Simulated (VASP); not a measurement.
Bi2Se3:

```
Bi Se
1.0
     2.05760    1.18795    9.48127
    -2.05760    1.18795    9.48127
     0.00000   -2.37591    9.48127
Bi Se
2 3
Direct
  0.59920 0.59920 0.59920
  0.40080 0.40080 0.40080
  0.78830 0.78830 0.78830
  0.21170 0.21170 0.21170
  0.00000 0.00000 0.00000
```

Base run:

* Program: VASP 6.6.1
* Functional: PBEsol
* Potentials or basis: VASP PAW PBE potentials, release 64 (Bi_d, Se)
* Cutoff: 520 eV
* k mesh: 8 × 8 × 8
* Occupations: fermi-dirac, width 0.05 eV
* Spin: no spin polarisation

Its results: band gap on the k mesh 0.12 eV; pressure 1.1 GPa; largest force 0.240 eV/Å.

The run is repeated on the same cell with these changes: functional from PBEsol to PBE exchange alone. What comes out?

Band gap on the k mesh 0.28 eV; pressure 13.8 GPa; largest force 0.805 eV/Å.

Caveats: spin-orbit coupling is left out, which moves the levels of the heavy elements; the PAW data sets were made with another functional, which shifts forces and pressure a little (at least some runs); the cell stands under pressure (at least some runs).

A k mesh can miss the band edges.
